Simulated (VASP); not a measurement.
# Si2W in VASP: notebook

Runs on Si2W. Level: r2SCAN. Tasks: single point.

Program: VASP 6.6.1. These are calculated values, not measurements. Logs are shortened: lines on timing, memory, paths and dates and some standing lists are left out, and cuts for length are marked.

## 1. The cell of the first run

It takes space group Immm (No. 71, orthorhombic). The conventional cell has a = 3.067 Å, b = 3.250 Å, c = 7.853 Å, α = 90.00°, β = 90.00°, γ = 90.00°. Si (site symmetry mm2) has 5 W at 2.58 to 2.63 Å and 9 Si at 2.60 to 3.25 Å within 3.4 Å. W (site symmetry mmm) has 10 Si at 2.58 to 2.63 Å and 4 W at 3.07 to 3.25 Å within 3.4 Å.

## 2. Single point, r2SCAN (uniaxial strain along a: -4.5 %, then relaxed in part)

Input file POSCAR:

```
Si2W
1.0
    3.0667849129      0.0000000000      0.0000000000
    0.0000000000      3.2498251145      0.0000000000
    0.0000000000      0.0000000000      7.8533412989
Si W
4 2
Direct
    0.0000000000      0.0000000000      0.3344491433
    0.5000000000      0.5000000000      0.1655508567
    0.5000000000      0.5000000000      0.8344491433
    0.0000000000      0.0000000000      0.6655508567
    0.0000000000      0.0000000000      0.0000000000
    0.5000000000      0.5000000000      0.5000000000
```

Input file INCAR.step1:

```
ALGO     = Normal         # electronic algorithm
EDIFF    = 1E-4           # SCF threshold, eV
ENCUT    = 520            # plane-wave cutoff, eV
GGA      = PE             # functional
ISMEAR   = 0              # smearing method
LASPH    = T              # aspherical terms in the spheres
LCHARG   = F              # write CHGCAR
LREAL    = F              # projectors in reciprocal space
LWAVE    = T              # write WAVECAR
NBANDS   = 31             # bands
NELM     = 100            # most SCF steps
PREC     = Accurate       # precision mode
SIGMA    = 0.1            # smearing width, eV
```

Input file INCAR.step2:

```
ALGO     = Normal         # electronic algorithm
EDIFF    = 1E-6           # SCF threshold, eV
ENCUT    = 520            # plane-wave cutoff, eV
ISIF     = 2              # what is computed and relaxed
ISMEAR   = 0              # smearing method
ISTART   = 1            
LASPH    = T              # aspherical terms in the spheres
LCHARG   = F              # write CHGCAR
LMIXTAU  = T            
LREAL    = F              # projectors in reciprocal space
LWAVE    = F              # write WAVECAR
METAGGA  = R2SCAN         # meta-GGA
NBANDS   = 31             # bands
NELM     = 100            # most SCF steps
PREC     = Accurate       # precision mode
SIGMA    = 0.1            # smearing width, eV
```

Input file KPOINTS:

```
k-points
0
Gamma
  12 12 6
```

Potentials or basis: VASP PAW PBE potentials, release 64 (Si, W_sv).

The run is started by

```
cat potpaw_PBE.64/Si/POTCAR potpaw_PBE.64/W_sv/POTCAR > POTCAR
cp INCAR.step1 INCAR
mpirun -np 1 vasp_std > vasp.out
cp INCAR.step2 INCAR
mpirun -np 1 vasp_std > vasp.out
```

OUTCAR:

```text
EDIFF = 1E-6
   ENCUT = 520
   ISIF = 2
   ISMEAR = 0
   ISTART = 1
   LASPH = T
   LREAL = F
   METAGGA = R2SCAN
   NELM = 100
   PREC = Accurate

 ion  position               nearest neighbor table
   1  0.000  0.000  0.334-   6 2.58   6 2.58   6 2.58   6 2.58   2 2.60   2 2.60   2 2.60   2 2.60
                             4 2.60   5 2.63
   2  0.500  0.500  0.166-   5 2.58   5 2.58   5 2.58   5 2.58   1 2.60   1 2.60   1 2.60   1 2.60
                             3 2.60   6 2.63
   3  0.500  0.500  0.834-   5 2.58   5 2.58   5 2.58   5 2.58   4 2.60   4 2.60   4 2.60   4 2.60
                             2 2.60   6 2.63
   4  0.000  0.000  0.666-   6 2.58   6 2.58   6 2.58   6 2.58   3 2.60   3 2.60   3 2.60   3 2.60
                             1 2.60   5 2.63
   5  0.000  0.000  0.000-   2 2.58   3 2.58   2 2.58   3 2.58   2 2.58   3 2.58   2 2.58   3 2.58
                             1 2.63   4 2.63
   6  0.500  0.500  0.500-   1 2.58   4 2.58   1 2.58   4 2.58   1 2.58   4 2.58   1 2.58   4 2.58
                             3 2.63   2 2.63

  LATTYP: Found a simple orthorhombic cell.
 ALAT       =     3.0667849129
 B/A-ratio  =     1.0596847209
 C/A-ratio  =     2.5607734230

  Lattice vectors:

 A1 = (   3.0667849129,   0.0000000000,   0.0000000000)
 A2 = (   0.0000000000,   3.2498251145,   0.0000000000)
 A3 = (   0.0000000000,   0.0000000000,   7.8533412989)

Analysis of symmetry for initial positions (statically):
=====================================================================
 Subroutine PRICEL returns following result:

  LATTYP: Found a body centered orthorhombic cell.
 ALAT       =     3.0667849129
 B/A-ratio  =     1.0596847209
 C/A-ratio  =     2.5607734230

  Lattice vectors:

 A1 = (  -1.5333924565,   1.6249125573,   3.9266706494)
 A2 = (   1.5333924564,  -1.6249125573,   3.9266706495)
 A3 = (   1.5333924565,   1.6249125573,  -3.9266706494)

   2 primitive cells build up your supercell.

 Routine SETGRP: Setting up the symmetry group for a
 simple orthorhombic supercell.

 Subroutine GETGRP returns: Found  8 space group operations
 (whereof  8 operations were pure point group operations)
 out of a pool of  8 trial point group operations.

The static configuration has the point symmetry D_2h.

Analysis of symmetry for dynamics (positions and initial velocities):
=====================================================================
 Subroutine PRICEL returns following result:

  LATTYP: Found a body centered orthorhombic cell.
 ALAT       =     3.0667849129
 B/A-ratio  =     1.0596847209
 C/A-ratio  =     2.5607734230

  Lattice vectors:

 A1 = (  -1.5333924565,   1.6249125573,   3.9266706494)
 A2 = (   1.5333924564,  -1.6249125573,   3.9266706495)
 A3 = (   1.5333924565,   1.6249125573,  -3.9266706494)

   2 primitive cells build up your supercell.

 Routine SETGRP: Setting up the symmetry group for a
 simple orthorhombic supercell.

 Subroutine GETGRP returns: Found  8 space group operations
 (whereof  8 operations were pure point group operations)
 out of a pool of  8 trial point group operations.

The dynamic configuration has the point symmetry D_2h.

 Subroutine INISYM returns: Found  8 space group operations
 (whereof  8 operations are pure point group operations),
 and found     2 'primitive' translations

----------------------------------------------------------------------------------------

                                     Primitive cell

  volume of cell :      39.1352

  direct lattice vectors                    reciprocal lattice vectors
    -1.533392456  1.624912557  3.926670649    -0.000000000  0.307708866  0.127334336
     1.533392456 -1.624912557  3.926670649     0.326074384  0.000000000  0.127334336
     1.533392456  1.624912557 -3.926670649     0.326074384  0.307708866  0.000000000

  length of vectors
     4.517784372  4.517784372  4.517784372     0.333014683  0.350055048  0.448340551

  position of ions in fractional coordinates (direct lattice)
     0.334449143  0.334449143  0.000000000
     0.665550857  0.665550857  0.000000000
     0.000000000  0.000000000  0.000000000

  ion indices of the primitive-cell ions
   primitive index   ion index
                 1           1
                 2           4
                 3           5

----------------------------------------------------------------------------------------

 KPOINTS: k-points

Automatic generation of k-mesh.
 Grid dimensions read from file:
 generate k-points for:   12   12    6

 Generating k-lattice:

  Cartesian coordinates                     Fractional coordinates (reciprocal lattice)
     0.027172865  0.000000000  0.000000000     0.083333333  0.000000000  0.000000000
     0.000000000  0.025642405  0.000000000     0.000000000  0.083333333  0.000000000
     0.000000000  0.000000000  0.021222389     0.000000000  0.000000000  0.166666667

  Length of vectors
     0.027172865  0.025642405  0.021222389

  Shift w.r.t. Gamma in fractional coordinates (k-lattice)
     0.000000000  0.000000000  0.000000000

 Subroutine IBZKPT returns following result:
 ===========================================

 Found    196 irreducible k-points:

 Following reciprocal coordinates:
            Coordinates               Weight
  0.000000  0.000000  0.000000      1.000000
  0.083333  0.000000  0.000000      2.000000
  0.166667  0.000000  0.000000      2.000000
  0.250000  0.000000  0.000000      2.000000
  0.333333  0.000000  0.000000      2.000000
  0.416667  0.000000  0.000000      2.000000
[... 16 lines left out ...]
  0.083333  0.250000  0.000000      4.000000
  0.166667  0.250000  0.000000      4.000000
 [... further k-points ...]
   k-points           NKPTS =    196   k-points in BZ     NKDIM =    196   number of bands    NBANDS=     31
   number of dos      NEDOS =    301   number of ions     NIONS =      6
   total plane-waves  NPLWV =  34560
   dimension x,y,z NGX =    24 NGY =   24 NGZ =   60
   dimension x,y,z NGXF=    48 NGYF=   48 NGZF=  120
   ions per type =               4   2
   NGX,Y,Z   is equivalent  to a cutoff of  13.01, 12.28, 12.70 a.u.
   NGXF,Y,Z  is equivalent  to a cutoff of  26.02, 24.55, 25.40 a.u.
 SYSTEM =  unknown system
   PREC   = accura    normal or accurate (medium, high low for compatibility)
   ISTART =      1    job   : 0-new  1-cont  2-samecut
   ICHARG =      0    charge: 1-file 2-atom 10-const
   ISPIN  =      1    spin polarized calculation?
   LNONCOLLINEAR =      F non collinear calculations
   LSORBIT =      F    spin-orbit coupling
   LASPH  =      T    aspherical Exc in radial PAW
   ENCUT  =  520.0 eV  38.22 Ry    6.18 a.u.   5.70  6.04 14.60*2*pi/ulx,y,z
   NELM   =    100;   NELMIN=  2; NELMDL=  0     # of ELM steps
   EDIFF  = 0.1E-05   stopping-criterion for ELM
   LREAL  =      F    real-space projection
   EDIFFG = 0.1E-04   stopping-criterion for IOM
   NSW    =      0    number of steps for IOM
   IBRION =     -1    ionic relax: 0-MD 1-quasi-New 2-CG
   NFREE  =      0    steps in history (QN), initial steepest desc. (CG)
   ISIF   =      2    stress and relaxation
   ISYM   =      2    0-nonsym 1-usesym 2-fastsym
   POTIM  = 0.5000    time-step for ionic-motion
   TEBEG  =    0.0;   TEEND  =   0.0 temperature during run
   PSTRESS=    0.0 pullay stress
   NELECT =      44.0000    total number of electrons
   NUPDOWN=      -1.0000    fix difference up-down
   EMIN   =  10.00;   EMAX   =-10.00  energy-range for DOS
   EFERMI =   0.00;   METHOD = LEGACY
   ISMEAR =     0;   SIGMA  =   0.10  broadening in eV -4-tet -1-fermi 0-gaus
   EFERMI_NEDOS =   21; number of points for ismear=-14 and -15
   IALGO  =     38    algorithm
   IMIX   =      4    mixing-type and parameters
     AMIX     =   0.40;   BMIX     =  1.00
     AMIX_MAG =   1.60;   BMIX_MAG =  1.00
  volume/ion in A,a.u.               =      13.05        88.03
  Fermi-wavevector in a.u.,A,eV,Ry     =   1.351118  2.553242 24.837688  1.825519
  Thomas-Fermi vector in A             =   2.478566
   LORBIT       =      0    0 simple, 1 ext, 2 COOP (PROOUT), +10 PAW based schemes
   METAGGA = R2SCAN    functional components
   LHFCALC =     F    Hartree Fock is set to
   AEXX    =    0.0000 exact exchange contribution
   IVDW    =     0    specifies the selected vdW correction
   LEPSILON=     F    determine dielectric tensor
   LRPA    =     F    only Hartree local field effects (RPA)
 non-spin polarized calculation
 Gauss-broadening in eV      SIGMA  =   0.10
  energy-cutoff  :      520.00
  volume of cell :       78.27
 maximum number of plane-waves:      2130
 NGX is ok and might be reduce to    24
   NGX = 11   NGY = 13   NGZ = 29

 number of electron      44.0000004 magnetization

 Free energy of the ion-electron system (eV)
  ---------------------------------------------------
  ext. energy  EPLUGINS =         0.00000000
  ---------------------------------------------------
  free energy    TOTEN  =      -139.40221525 eV

  energy without entropy =     -139.39941674  energy(sigma->0) =     -139.40081600

 E-fermi :  12.5225     XC(G=0): -13.6842

 val. band max:       12.5170477420   @ k =   0.0000   0.2500   0.0000
 cond. band min:      12.5534350642   @ k =   0.0000   0.3333   0.0000
 fundamental gap:      0.0363873223
 Fermi energy:        12.5225273908

 k-point     1 :       0.0000    0.0000    0.0000
  band No.  band energies     occupation
      1     -63.2589      2.00000
      2     -63.2587      2.00000
      3     -26.9638      2.00000
      4     -26.9456      2.00000
      5     -26.9439      2.00000
      6     -26.9417      2.00000
[... 23 lines left out ...]
     30      17.4118      0.00000
     31      17.8702      0.00000

 k-point     2 :       0.0833    0.0000    0.0000
  band No.  band energies     occupation
      1     -63.2578      2.00000
      2     -63.2576      2.00000
      3     -26.9604      2.00000
      4     -26.9429      2.00000
      5     -26.9413      2.00000
      6     -26.9390      2.00000
[... 23 lines left out ...]
     30      17.4304      0.00000
     31      17.9532      0.00000

 k-point     3 :       0.1667    0.0000    0.0000
  band No.  band energies     occupation
      1     -63.2547      2.00000
      2     -63.2546      2.00000
      3     -26.9510      2.00000
      4     -26.9358      2.00000
      5     -26.9343      2.00000
      6     -26.9318      2.00000
[... 23 lines left out ...]
     30      17.6842      0.00000
     31      17.6884      0.00000

 k-point     4 :       0.2500    0.0000    0.0000
  band No.  band energies     occupation
      1     -63.2506      2.00000
      2     -63.2504      2.00000
      3     -26.9512      2.00000
      4     -26.9505      2.00000
      5     -26.9378      2.00000
      6     -26.9259      2.00000
[... 635 lines left out ...]
     30      18.4148      0.00000
     31      18.5079      0.00000

 k-point    23 :       0.0833    0.2500    0.0000
  band No.  band energies     occupation
      1     -63.2540      2.00000
      2     -63.2538      2.00000
      3     -27.0539      2.00000
      4     -27.0529      2.00000
      5     -26.9437      2.00000
      6     -26.9287      2.00000
[... 23 lines left out ...]
     30      18.2055      0.00000
     31      18.9078      0.00000

 k-point    24 :       0.1667    0.2500    0.0000
  band No.  band energies     occupation
      1     -63.2509      2.00000
      2     -63.2508      2.00000
      3     -27.0453      2.00000
      4     -27.0445      2.00000
      5     -26.9350      2.00000
      6     -26.9215      2.00000
[... 23 lines left out ...]
     30      17.6871      0.00000
     31      18.1266      0.00000

 [... further k-points ...]
[... 5 lines left out ...]
  --------------------------------------------------------------------------------------
  -------------------------------------------------------------------------------------
  Total        9.9542652      0.1755051      0.0470288      0.0000000      0.0000000      0.0000000
  in kB      203.7614443      3.5925478      0.9626688      0.0000000      0.0000000      0.0000000
  external PRESSURE =      69.4388870 kB  Pullay stress =       0.0000000 kB

 VOLUME and BASIS-vectors are now :
 -----------------------------------------------------------------------------
  energy-cutoff  :      520.00
  volume of cell :       78.27
      direct lattice vectors                 reciprocal lattice vectors
     3.066784913  0.000000000  0.000000000     0.326074384  0.000000000  0.000000000
     0.000000000  3.249825115  0.000000000     0.000000000  0.307708866  0.000000000
     0.000000000  0.000000000  7.853341299     0.000000000  0.000000000  0.127334336

 POSITION                                       TOTAL-FORCE (eV/Angst)
 -----------------------------------------------------------------------------------
      0.00000      0.00000      2.62654        -0.000000     -0.000000     -0.008792
      1.53339      1.62491      1.30013        -0.000000     -0.000000      0.008792
      1.53339      1.62491      6.55321        -0.000000     -0.000000     -0.008792
      0.00000      0.00000      5.22680        -0.000000     -0.000000      0.008792
      0.00000      0.00000      0.00000         0.000000      0.000000      0.000000
      1.53339      1.62491      3.92667         0.000000      0.000000      0.000000
 -----------------------------------------------------------------------------------
    total drift:                                0.000000      0.000000     -0.000000

  FREE ENERGIE OF THE ION-ELECTRON SYSTEM (eV)
  ---------------------------------------------------
  free  energy   TOTEN  =      -139.4022152533 eV

  energy  without entropy=     -139.3994167403  energy(sigma->0) =     -139.40081600
```

Run time: 9.9 min. Hardware: 1 thread of AMD EPYC 9R45 (Zen 5), shared host; peak memory 0.43 GiB.

What came out:

```yaml
Free_energy: -139.4022 eV
Pressure: 6.9 GPa
Largest_force: 0.009 eV/Å
Band_gap_on_the_k_mesh: zero (bands 22 and 23 overlap by 1.23 eV)
```

Forces in eV/Å, atoms in the order of the input:
```
Si   0.000  0.000 -0.009
Si   0.000  0.000  0.009
Si   0.000  0.000 -0.009
Si   0.000  0.000  0.009
W    0.000  0.000  0.000
W    0.000  0.000  0.000
```

Stress tensor (GPa, compression positive):
```
20.38  0.00  0.00
 0.00  0.36  0.00
 0.00  0.00  0.10
```

Caveat: the cell differs from its parent crystal (uniaxial strain along a: -4.5 %, then relaxed in part); the cell stands under pressure; the PAW data sets were made with another functional, which shifts forces and pressure a little; spin-orbit coupling is left out, which moves the levels of the heavy elements.

(Continued in part 2 of 2.)
